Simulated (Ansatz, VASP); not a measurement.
## Two plane-wave programs on Cd

Contents of INCAR:

```
SYSTEM = Cd
PREC     = Accurate       ! precision mode
ENCUT    = 520            ! plane-wave cutoff, eV
EDIFF    = 1E-7           ! SCF threshold, eV
ISMEAR   = -1             ! smearing method
SIGMA    = 0.1            ! smearing width, eV
LREAL    = .FALSE.        ! projectors in reciprocal space
LASPH    = .TRUE.         ! aspherical terms in the spheres
NELM     = 60             ! most SCF steps
ALGO     = Normal         ! electronic algorithm
ISIF     = 2              ! what is computed and relaxed
LWAVE    = .FALSE.        ! write WAVECAR
LCHARG   = .FALSE.        ! write CHGCAR
GGA      = PE             ! functional
NBANDS   = 12             ! bands
```

Contents of KPOINTS:

```
regular mesh
0
G
  17 17 17
  0 0 0
```

File POSCAR:

```
Cd
1.0
    2.9539202818      0.0000000000      0.0000000000
    0.0000000000      2.9539202818      0.0000000000
    0.0000000000      0.0000000000      2.9539202818
Cd
1
Direct
    0.0000000000      0.0000000000      0.0000000000
```

Input for Ansatz:

```yaml
crystal:
  lattice:
    - [2.9539202818, 0.0, 0.0]
    - [0.0, 2.9539202818, 0.0]
    - [0.0, 0.0, 2.9539202818]
  atoms:
    - { symbol: Cd, position: [0.0, 0.0, 0.0] }
hamiltonian:
  xc: pbe
  pseudopotentials:
    kind: paw
    azcp:
      Cd: "pseudopotentials/Cd.paw.azcp"
basis:
  ecutwfc: 420
  fft_grid_basis: typed
kpoints:
  mp_grid: { grid: [17, 17, 17], shift: [0, 0, 0] }
magnetization:
  spin_polarized: false
scf:
  occupations: { method: fermi_dirac, width: 0.1 }
output:
  stress: true
```

Alike in both runs: task single point; functional PBE; k mesh 17 × 17 × 17; occupations fermi-dirac, width 0.1 eV; no spin polarisation.

|  | VASP | Ansatz |
| --- | --- | --- |
| version | VASP 6.6.1 | Ansatz 0.2.0 |
| potentials or method | VASP PAW PBE potentials, release 64 (Cd), cutoff 520 eV | plane waves (420 eV) with PAW, scalar-relativistic |
| valence electrons in the cell | 12 | 20 |

|  | VASP | Ansatz | Ansatz less VASP |
| --- | --- | --- | --- |
| pressure (GPa) | 1.8 | 1.5 | -0.25 |

VASP's potentials hold 12 valence electrons a cell and Ansatz's 20, so a difference there can come from the potentials and not from the codes.
